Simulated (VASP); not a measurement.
Write the native input for VASP 6.6.1 that does the following.

```yaml
Task: relaxation of cell and atoms
Functional: PBE
Potentials_or_basis: VASP PAW PBE potentials, release 64 (Zr_sv, Si, O)
Cutoff: 600 eV
k_mesh: 6 × 6 × 4
Occupations: gaussian, width 0.1 eV
Spin: no spin polarisation
Dipole_correction: no
Further_INCAR_settings: ALGO = Normal; EDIFF = 1e-07; IBRION = 2; EDIFFG = -0.04; NSW = 90; ISIF = 3
```

The structure of Zr3SiO lies in POSCAR:

```
Zr3SiO
1.0
    3.2771903500      0.0000000000      0.0000000000
    0.0000000000      3.2771903500      0.0000000000
    0.0000000000      0.0000000000      7.2872258800
Zr Si O
3 1 1
Direct
    0.0000000000      0.0000000000      0.0000000000
    0.0000000000      0.0000000000      0.3384904600
    0.0000000000      0.0000000000      0.6615095400
    0.5000000000      0.5000000000      0.5000000000
    0.5000000000      0.5000000000      0.0000000000
```

The cell was built from a structure type or drawn by symmetry, and may not be a known phase.

These files were run (other wordings do the same):

INCAR

```
PREC = Accurate ; ENCUT = 600
EDIFF = 1E-7 ; ISMEAR = 0
SIGMA = 0.1 ; LREAL = F
LASPH = T ; NELM = 60
ALGO = Normal ; ISIF = 3
LWAVE = F ; LCHARG = F
GGA = PE ; IBRION = 2
NSW = 90 ; EDIFFG = -0.04
```

KPOINTS

```
regular mesh
0
Gamma
  6 6 4
```

Potentials or basis: VASP PAW PBE potentials, release 64 (Zr_sv, Si, O).

The run is started by

```console
$ cat potpaw_PBE.64/Zr_sv/POTCAR potpaw_PBE.64/Si/POTCAR potpaw_PBE.64/O/POTCAR > POTCAR
$ mpirun -np 1 vasp_std > vasp.out
```

It gave:

```yaml
Relaxed_volume: 18.69 Å³/atom
Relaxed_cell: a = 3.067 Å, b = 3.067 Å, c = 9.934 Å, α = 90.00°, β = 90.00°, γ = 90.00°
Space_group_after_relaxing_to_0.1_Å: P4/mmm (No. 123)
Energy_gained_by_relaxing: 725.3 meV/atom
Ionic_steps: 15
Pressure_after_relaxing: 0.3 GPa
Largest_force_after_relaxing: 0.017 eV/Å
Band_gap_on_the_k_mesh: zero (bands 23 and 24 overlap by 0.64 eV)
```

Caveat: the volume moved by over 15 % at a fixed basis, so the end points are rough.

It took 7.2 min on 1 thread of Intel(R) Xeon(R) 6975P-C (Granite Rapids), on a shared host, peak memory 0.25 GiB.
